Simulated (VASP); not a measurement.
Write the native input for VASP 6.6.1 that does the following.

```yaml
Task: single point
Functional: HF
Potentials_or_basis: VASP PAW PBE potentials, release 64 (Ag)
Cutoff: 520 eV
k_mesh: 6 × 6 × 6
Occupations: fermi-dirac, width 0.05 eV
Spin: no spin polarisation
Dipole_correction: no
Grid_for_exact_exchange_PRECFOCK: Normal
Further_INCAR_settings: ALGO = Normal; EDIFF = 1e-06; NBANDS = 12
```

Ag:

```
CELL_PARAMETERS angstrom
0.00000 2.05628 2.05628
2.05628 0.00000 2.05628
2.05628 2.05628 0.00000
ATOMIC_POSITIONS crystal
Ag 0.00000 0.00000 0.00000
```

One way to write it, as run:

POSCAR

```
Ag
1.0
    0.0000000000      2.0562785400      2.0562785400
    2.0562785400      0.0000000000      2.0562785400
    2.0562785400      2.0562785400      0.0000000000
Ag
1
Direct
    0.0000000000      0.0000000000      0.0000000000
```

INCAR.step1

```
  ALGO = Normal
  EDIFF = 1E-5
  ENCUT = 520
  GGA = PE
  ISIF = 2
  ISMEAR = -1
  LASPH = True
  LREAL = False
  LWAVE = True
  NBANDS = 12
  NELM = 80
  PREC = Accurate
  SIGMA = 0.05
```

INCAR.step2

```
  AEXX = 1.0
  AGGAC = 0.0
  ALDAC = 0.0
  ALGO = Normal
  EDIFF = 1E-6
  ENCUT = 520
  GGA = PE
  ISIF = 2
  ISMEAR = -1
  ISTART = 1
  LASPH = True
  LCHARG = True
  LELF = True
  LHFCALC = True
  LREAL = False
  LVHAR = True
  LWAVE = False
  NBANDS = 12
  NELM = 80
  PREC = Accurate
  PRECFOCK = Normal
  SIGMA = 0.05
```

KPOINTS

```
k-points
0
Gamma
  6 6 6
```

Potentials or basis: VASP PAW PBE potentials, release 64 (Ag).

Launch:

```sh
$ cat potpaw_PBE.64/Ag/POTCAR > POTCAR
$ cp INCAR.step1 INCAR
$ mpirun -np 1 vasp_std > vasp.out
$ cp INCAR.step2 INCAR
$ mpirun -np 1 vasp_std > vasp.out
```

Results of the run:

* Pressure: 17.1 GPa

Caveat: the k points lie up to 0.44 Å⁻¹ apart; the PAW data sets were made with another functional, which shifts forces and pressure a little.

Wall time 13 min on 1 thread of Intel(R) Xeon(R) Platinum 8559C (Emerald Rapids), with other jobs on the host, peak memory 0.16 GiB.
